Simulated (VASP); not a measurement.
# Ge in VASP: notebook, part 2 of 2

VASP 6.6.1. Earlier steps stand in the parts before.

### Step 3. Single point, PBEsol

This run uses another cell than the first one, of 18.50 Å³/atom, 0.988 times its volume.

INCAR reads:

```
SYSTEM = Ge
ALGO = Normal
EDIFF = 1E-7
ENCUT = 520
GGA = PS
ISIF = 2
ISMEAR = 0
LASPH = .True.
LCHARG = .False.
LREAL = .False.
LWAVE = .False.
NBANDS = 36
NELM = 100
PREC = Accurate
SIGMA = 0.1
```

KPOINTS reads:

```
k-points
0
Gamma
  6 6 2
  0 0 0
```

POSCAR reads:

```
Ge
1.0
    2.3976905152     -2.0143935885      0.0000000000
    2.3976905152      2.0143935885      0.0000000000
    0.0000000000      0.0000000000      7.6588177281
Ge
4
Direct
    0.7501178938      0.2498821062      0.1249713952
    0.7498821062      0.2501178938      0.6249713952
    0.2498821062      0.7501178938      0.8750286048
    0.2501178938      0.7498821062      0.3750286048
```

Potentials or basis: VASP PAW PBE potentials, release 64 (Ge_d).

Started as:

```console
$ cat potpaw_PBE.64/Ge_d/POTCAR > POTCAR
$ mpirun -np 1 vasp_std > vasp.out
```

Run time: 23 s. Hardware: 1 thread of Intel Xeon 6975P-C (Granite Rapids), shared host; peak memory 0.19 GiB.

The run converged. Its results:

* Free energy: -18.6447 eV
* Pressure: -0.1 GPa
* Band gap on the k mesh: zero (band 28 reaches 10.27 eV, above the bottom of band 29 at 5.04 eV)

Forces on the atoms (eV/Å):
```
Ge   0.000  0.001  0.002
Ge   0.000 -0.001  0.002
Ge   0.000 -0.001 -0.002
Ge   0.000  0.001 -0.002
```

Levels at points of the mesh, in eV from the Fermi level:
| k point | band 24 | band 25 | band 26 | band 27 | band 28 | band 29 | band 30 | band 31 | band 32 | band 33 |
| --- | --- | --- | --- | --- | --- | --- | --- | --- | --- | --- |
| (0.00, 0.00, 0.00) | -3.55 | -2.96 | 0.92 | 2.57 | 3.65 | 3.65 | 4.67 | 4.67 | 4.91 | 4.91 |
| (0.50, 0.00, 0.00) | -7.58 | -5.38 | -5.38 | 1.08 | 1.08 | 1.09 | 1.09 | 4.38 | 4.38 | 4.80 |
| (0.50, 0.50, 0.00) | -5.28 | -4.41 | -3.69 | -2.62 | -2.62 | -0.96 | -0.96 | -0.05 | -0.04 | 1.65 |
| (0.00, 0.00, 0.50) | -7.46 | 1.28 | 1.28 | 1.62 | 1.62 | 3.18 | 3.18 | 6.76 | 6.76 | 6.82 |
| (0.50, 0.00, 0.50) | -8.67 | -3.05 | -3.05 | -3.05 | -3.05 | 4.10 | 4.10 | 4.11 | 4.11 | 6.69 |
| (0.50, 0.50, 0.50) | -4.60 | -4.50 | -4.50 | -3.00 | -3.00 | -0.18 | -0.18 | 0.55 | 0.55 | 2.27 |

Caveat: the k points lie up to 0.41 Å⁻¹ apart; the PAW data sets were made with another functional, which shifts forces and pressure a little.

### Step 4. Single point, PBEsol

This run uses another cell than the first one: it holds 2 atoms, not 4.

INCAR reads:

```
SYSTEM = Ge
  PREC = Accurate
  ENCUT = 520
  EDIFF = 1E-7
  ISMEAR = 0
  SIGMA = 0.1
  LREAL = .FALSE.
  LASPH = .TRUE.
  NELM = 100
  ALGO = Normal
  ISIF = 2
  LWAVE = .FALSE.
  LCHARG = .FALSE.
  GGA = PS
  NBANDS = 21
  LUSENCCL = .FALSE.
```

KPOINTS reads:

```
regular mesh
0
G
  22 22 22
  0 0 0
```

POSCAR reads:

```
Ge
1.0
    0.0000000000      2.4734846612      5.1814874350
    1.4559204469      0.0000000000      5.1814874350
    1.4559204469      2.4734846612      0.0000000000
Ge
2
Direct
    0.8689820082      0.8689820082      0.1310179918
    0.1310179918      0.1310179918      0.8689820082
```

Potentials or basis: VASP PAW PBE potentials, release 64 (Ge_d).

Started as:

```console
$ cat potpaw_PBE.64/Ge_d/POTCAR > POTCAR
$ mpirun -np 1 vasp_std > vasp.out
```

OUTCAR:

```text
SYSTEM = Ge
   PREC = Accurate
   ENCUT = 520
   EDIFF = 1E-7
   ISMEAR = 0
   LREAL = .FALSE.
   LASPH = .TRUE.
   NELM = 100
   ISIF = 2
   GGA = PS

 ion  position               nearest neighbor table
   1  0.869  0.869  0.131-   2 2.72   2 2.86   2 2.86
   2  0.131  0.131  0.869-   1 2.72   1 2.86   1 2.86

  LATTYP: Found a face centered orthorhombic cell.
 ALAT       =     2.9118408938
 B/A-ratio  =     1.6989147082
 C/A-ratio  =     3.5589083497

  Lattice vectors:

 A1 = (   0.0000000000,   2.4734846612,   5.1814874350)
[... 190 lines left out ...]
      4     -17.9201      2.00000
      5     -17.9188      2.00000
      6     -17.8739      2.00000
[... 565 lines left out ...]
     20      15.8256      0.00000
     21      17.3245      0.00000

 [... further k-points ...]
[... 5 lines left out ...]
  --------------------------------------------------------------------------------------
  -------------------------------------------------------------------------------------
  Total        0.0039436      0.0112100     -0.0095015      0.0000000      0.0000000      0.0000000
  in kB        0.1693074      0.4812662     -0.4079171      0.0000000      0.0000000      0.0000000
  external PRESSURE =       0.0808855 kB  Pullay stress =       0.0000000 kB

 VOLUME and BASIS-vectors are now :
 -----------------------------------------------------------------------------
  energy-cutoff  :      520.00
  volume of cell :       37.32
      direct lattice vectors                 reciprocal lattice vectors
     0.000000000  2.473484661  5.181487435    -0.343425358  0.202143966  0.096497387
     1.455920447  0.000000000  5.181487435     0.343425358 -0.202143966  0.096497387
     1.455920447  2.473484661  0.000000000     0.343425358  0.202143966 -0.096497387

 POSITION                                       TOTAL-FORCE (eV/Angst)
 -----------------------------------------------------------------------------------
      1.45592      2.47348      9.00524         0.000000      0.000000      0.001998
      1.45592      2.47348      1.35774         0.000000      0.000000     -0.001998
 -----------------------------------------------------------------------------------
    total drift:                                0.000000      0.000000      0.000000

  FREE ENERGIE OF THE ION-ELECTRON SYSTEM (eV)
  ---------------------------------------------------
  free  energy   TOTEN  =        -9.3411106502 eV

  energy  without entropy=       -9.3363347118  energy(sigma->0) =       -9.33872268
```

stdout:

```text
[vt-gpu-o4-0:07237] opal_ifinit: socket() failed with errno=97
 Offloading initialized ...    1 GPUs detected
 POSCAR found type information on POSCAR Ge
 POSCAR found :  1 types and       2 ions
 scaLAPACK will be used selectively (only on CPU)
 -----------------------------------------------------------------------------
|                                                                             |
|                                                                             |
|     You enforced a specific xc type in the INCAR file but a different       |
|     I HOPE YOU KNOW WHAT YOU ARE DOING!                                     |
|                                                                             |
 -----------------------------------------------------------------------------

 LDA part: xc-table for (Slater+PW92), standard interpolation
 POSCAR, INCAR and KPOINTS ok, starting setup
 FFT: planning ... GRIDC
 FFT: planning ... GRID_SOFT
 FFT: planning ... GRID
 WAVECAR not read
 entering main loop
```

Wall time 35 min (1 × NVIDIA H100 80GB with 1 thread of Intel Xeon Platinum 8481C at 2.70GHz (Sapphire Rapids), shared host); peak memory 2 GiB.

What came out:

- Free energy: -9.3411 eV
- Pressure: 0.0 GPa
- Band gap on the k mesh: zero (band 14 reaches 14.28 eV, above the bottom of band 15 at 3.96 eV)

Caveat: the PAW data sets were made with another functional, which shifts forces and pressure a little.

### Step 5. Overview

```tsv
cell	k mesh	gap on the mesh (eV)	pressure (GPa)
a = 5.373, b = 5.373, c = 4.574 Å, angles 90.0, 90.0, 145.4°, 4 atoms	6 × 6 × 4	none	0.0
a = 3.132, b = 3.132, c = 7.659 Å, angles 90.0, 90.0, 80.1°, 4 atoms	6 × 6 × 2	none	-0.1
a = 5.742, b = 5.382, c = 2.870 Å, angles 82.1, 68.2, 29.7°, 2 atoms	22 × 22 × 22	none	0.0
```

Alike in all rows: task single point; level PBEsol; potentials or basis VASP PAW PBE potentials, release 64 (Ge_d); no spin polarisation; cutoff (eV) 520; smearing gaussian 0.1 eV.

Caveats: some runs use coarse meshes; the PAW data sets were made with another functional, which shifts forces and pressure a little.

Absolute energies hang on the potentials; compare differences alone.
